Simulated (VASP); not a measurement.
HF: single point with PBE+D3(BJ)

The system is HF.

```
CELL_PARAMETERS angstrom
6.47922 0.00000 0.00000
0.00000 6.47922 0.00000
0.00000 0.00000 6.47922
ATOMIC_POSITIONS crystal
F 0.04763 0.03359 0.33622
F 0.87882 0.04834 0.98240
F 0.93326 0.34883 0.73585
F 0.93873 0.47953 0.35800
F 0.36526 0.05725 0.58448
F 0.56015 0.53936 0.97187
F 0.18877 0.62085 0.11137
F 0.55358 0.60582 0.42453
H 0.99540 0.04299 0.19703
H 0.90222 0.15322 0.87909
H 0.95473 0.36045 0.59005
H 0.04932 0.53144 0.26820
H 0.26961 0.03856 0.47441
H 0.58729 0.58643 0.83698
H 0.33240 0.58932 0.09180
H 0.68556 0.57106 0.37245
```

```json
{
  "Program": "VASP 6.6.1",
  "Task": "single point",
  "Functional": "PBE",
  "Dispersion": "D3(BJ)",
  "Potentials or basis": "VASP PAW PBE potentials, release 64 (F, H)",
  "Cutoff": "520 eV",
  "k mesh": "1 × 1 × 1",
  "Occupations": "fermi-dirac, width 0.05 eV",
  "Spin": "no spin polarisation"
}
```

| Quantity | Value |
| --- | --- |
| Pressure | -0.5 GPa |
| Largest force | 0.263 eV/Å |
| Band gap on the k mesh | 6.28 eV |
| Dispersion energy per atom | -0.018 eV |

Forces in eV/Å, atoms in the order of the input:
```
F    0.044 -0.032  0.118
F    0.035 -0.090  0.096
F   -0.035 -0.043  0.170
F   -0.103 -0.078  0.106
F   -0.003  0.015 -0.035
F   -0.080 -0.042  0.179
F   -0.098  0.034  0.060
F   -0.214  0.064  0.139
H   -0.075  0.015 -0.200
H    0.042  0.100 -0.088
H    0.040  0.044 -0.171
H    0.100  0.054 -0.079
H   -0.005  0.002  0.061
H   -0.052  0.038 -0.203
H    0.163 -0.037 -0.119
H    0.240 -0.045 -0.034
```

Stress tensor (GPa, compression positive):
```
-0.51 -0.07 -0.09
-0.07 -0.35  0.13
-0.09  0.13 -0.66
```

Levels at points of the mesh, in eV from the valence-band top:
```csv
k point,band 29,band 30,band 31,band 32,band 33,band 34,band 35,band 36
"(0.00, 0.00, 0.00)",-0.77,-0.72,-0.04,0.00,6.28,9.05,9.90,10.00
```

It took 16 s on 1 thread of Intel(R) Xeon(R) Platinum 8559C (Emerald Rapids) (shared host), peak memory 0.29 GiB.

Caveat: the k points lie up to 0.97 Å⁻¹ apart.
